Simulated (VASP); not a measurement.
A run of VASP 6.6.1:

File INCAR:

```
PREC     = Accurate       # precision mode
ENCUT    = 520            # plane-wave cutoff, eV
EDIFF    = 1E-6           # SCF threshold, eV
ISMEAR   = -1             # smearing method
SIGMA    = 0.08           # smearing width, eV
LREAL    = F              # projectors in reciprocal space
LASPH    = T              # aspherical terms in the spheres
NELM     = 100            # most SCF steps
ALGO     = Normal         # electronic algorithm
ISIF     = 2              # what is computed and relaxed
LWAVE    = F              # write WAVECAR
LCHARG   = F              # write CHGCAR
GGA      = PE             # functional
NBANDS   = 12             # bands
```

The input KPOINTS:

```
regular mesh
0
Gamma
  16 16 16
```

POSCAR

```
Ta
1.0
   -1.6604479152      1.6604479152      1.6604479152
    1.6604479152     -1.6604479152      1.6604479152
    1.6604479152      1.6604479152     -1.6604479152
Ta
1
Direct
    0.0000000000      0.0000000000      0.0000000000
```

Potentials or basis: VASP PAW PBE potentials, release 64 (Ta_pv).

Run with:

```console
$ cat potpaw_PBE.64/Ta_pv/POTCAR > POTCAR
$ mpirun -np 1 vasp_std > vasp.out
```

Hardware: 1 thread of Intel Xeon 8259CL, on a shared host.

Q: How long does it take, and how much memory?

A: Run time: 25 s on 1 thread of Intel Xeon 8259CL, on a shared host, peak memory 0.16 GiB. Counts: scf iterations 11, k points 145.
